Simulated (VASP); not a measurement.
Wanted: the native input for a VASP 6.6.1 run.

```yaml
Task: single point
Functional: PBE
Potentials_or_basis: VASP PAW PBE potentials, release 64 (Ti_sv)
Cutoff: 520 eV
k_mesh: 18 × 18 × 12
Occupations: gaussian, width 0.1 eV
Spin: no spin polarisation
Dipole_correction: no
Further_INCAR_settings: ALGO = Fast; EDIFF = 1e-07; NBANDS = 19
```

The structure of Ti lies in POSCAR:

```
Ti
1.0
    2.0560175230      2.0560175230      0.0000000000
   -2.0560175230      2.0560175230      0.0000000000
    0.0000000000      0.0000000000      4.1942757469
Ti
2
Direct
    0.0000000000      0.0000000000      0.0000000000
    0.5000000000      0.5000000000      0.5000000000
```

This cell differs from its parent crystal: strain along c alone, the other axes held: +2.0 %.

The input as run:

INCAR

```
ALGO     = Fast           # electronic algorithm
EDIFF    = 1E-7           # SCF threshold, eV
ENCUT    = 520            # plane-wave cutoff, eV
GGA      = PE             # functional
ISIF     = 2              # what is computed and relaxed
ISMEAR   = 0              # smearing method
LASPH    = T              # aspherical terms in the spheres
LCHARG   = F              # write CHGCAR
LREAL    = F              # projectors in reciprocal space
LWAVE    = F              # write WAVECAR
NBANDS   = 19             # bands
NELM     = 100            # most SCF steps
PREC     = Accurate       # precision mode
SIGMA    = 0.1            # smearing width, eV
```

KPOINTS

```
k-points
0
Gamma
  18 18 12
```

Potentials or basis: VASP PAW PBE potentials, release 64 (Ti_sv).

The run is started by

```bash
$ cat potpaw_PBE.64/Ti_sv/POTCAR > POTCAR
$ mpirun -np 1 vasp_std > vasp.out
```

Results of the run:

```json
{
  "Pressure": "-2.3 GPa",
  "Band gap on the k mesh": "zero (band 12 reaches 8.82 eV, above the bottom of band 13 at 7.58 eV)"
}
```

Caveat: the cell differs from its parent crystal (strain along c alone, the other axes held: +2.0 %).

Run time: 4.1 min on 1 thread of Intel(R) Xeon(R) 6975P-C (Granite Rapids), with other jobs on the host, peak memory 0.31 GiB.
